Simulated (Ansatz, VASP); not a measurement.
**Si in VASP and in Ansatz**

Contents of INCAR:

```
ALGO     = Normal         # electronic algorithm
EDIFF    = 1E-6           # SCF threshold, eV
ENCUT    = 520            # plane-wave cutoff, eV
GGA      = CA             # functional
ISIF     = 2              # what is computed and relaxed
ISMEAR   = 0              # smearing method
LASPH    = T              # aspherical terms in the spheres
LCHARG   = F              # write CHGCAR
LREAL    = F              # projectors in reciprocal space
LWAVE    = F              # write WAVECAR
NBANDS   = 11             # bands
NELM     = 60             # most SCF steps
PREC     = Accurate       # precision mode
SIGMA    = 0.01           # smearing width, eV
```

Contents of KPOINTS:

```
k-points
0
Gamma
  8 8 8
```

File POSCAR:

```
Si
1.0
    2.7144838254      2.7144838254      0.0000000000
   -2.7144838254      2.7144838254      0.0000000000
    0.0000000000      2.7144838254      2.6906319232
Si
2
Direct
    0.2500000000      0.7500000000      0.5000000000
    0.0000000000      0.0000000000      0.0000000000
```

Input for Ansatz:

```yaml
crystal:
  lattice:
    - [2.71448382538, 2.71448382538, 0.0]
    - [-2.71448382538, 2.71448382538, 0.0]
    - [0.0, 2.71448382538, 2.69063192325]
  atoms:
    - { symbol: Si, position: [0.25, 0.75, 0.5] }
    - { symbol: Si, position: [0.0, 0.0, 0.0] }
kpoints:
  mp_grid: { grid: [8, 8, 8] }
scf:
  occupations: { method: fixed }
  convergence: { dr2_threshold: 1.0e-10 }
hamiltonian:
  xc: lda
  pseudopotentials: { kind: all_electron, lapw: { basis_error: 0.0005 } }
output:
  forces: true
  stress: true
  eigenstates:
    kpoints:
      - [0.0, 0.0, 0.0]
      - [0.423040134, -0.423040135, 0.0]
      - [0.423040134, 0.423040135, 0.423040134]
      - [0.0, 0.0, 0.423040134]
      - [-0.5, -0.5, -0.5]
      - [-0.5, 0.5, 0.0]
      - [0.0, 0.0, -0.5]
      - [0.0, -0.5, -0.5]
      - [0.0, 0.5, 0.0]
      - [-0.5, 0.0, 0.0]
      - [-0.5, 0.0, -0.5]
  eigenvalues: true
```

Change from the starting cell: film at in-plane strain +0.005.

Alike in both runs: task single point; functional LDA; k mesh 8 × 8 × 8; no spin polarisation.

```csv
,VASP,Ansatz
version,VASP 6.6.1,Ansatz 0.2.0
potentials or method,"VASP PAW LDA potentials, release 64 (Si), cutoff 520 eV","all-electron LAPW, scalar-relativistic"
occupations,"gaussian, width 0.01 eV",fixed
```

Ansatz gave:

| Quantity | Value |
| --- | --- |
| gap on the k mesh at the Fermi level (eV) | 0.41 |
| pressure (GPa) | -0.6 |
| traceless stress, the component that is largest in VASP (GPa) | 0.56 |

Problem. Estimate VASP's values.

Solution. gap on the k mesh at the Fermi level (eV): 0.40; pressure (GPa): -0.5; traceless stress, the component that is largest in VASP (GPa): 0.56.

LDA's correlation is that of Perdew and Zunger in VASP and of Perdew and Wang (1992) in Ansatz. Ansatz ran all-electron here, and VASP with PAW potentials.
